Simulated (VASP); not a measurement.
TiAl, 2 atoms in the cell. The typed cell holds 2 atoms: a = 3.082 Å, b = 3.064 Å, c = 3.094 Å, α = 89.79°, β = 90.56°, γ = 89.87°.  This cell differs from its parent crystal: atoms moved at random and the cell strained at random.

- Program: VASP 6.6.1
- Task: single point
- Functional: PBEsol
- Potentials or basis: VASP PAW PBE potentials, release 64 (Ti_sv, Al)
- Cutoff: 520 eV
- k mesh: 12 × 12 × 12
- Occupations: gaussian, width 0.1 eV
- Spin: no spin polarisation
- Dipole correction: no
- Further INCAR settings: ALGO = Fast; EDIFF = 1e-06; NBANDS = 14

Potentials or basis: VASP PAW PBE potentials, release 64 (Ti_sv, Al).

Launch:

```bash
$ cat potpaw_PBE.64/Ti_sv/POTCAR potpaw_PBE.64/Al/POTCAR > POTCAR
$ mpirun -np 1 vasp_std > vasp.out
```

Hardware: 1 thread of Intel(R) Xeon(R) 6975P-C (Granite Rapids), on a shared host.

Q: Estimate the wall time of this run.

A: Run time: 2.8 min on 1 thread of Intel(R) Xeon(R) 6975P-C (Granite Rapids) (shared host), peak memory 0.45 GiB. Counts: scf iterations 23, k points 868.
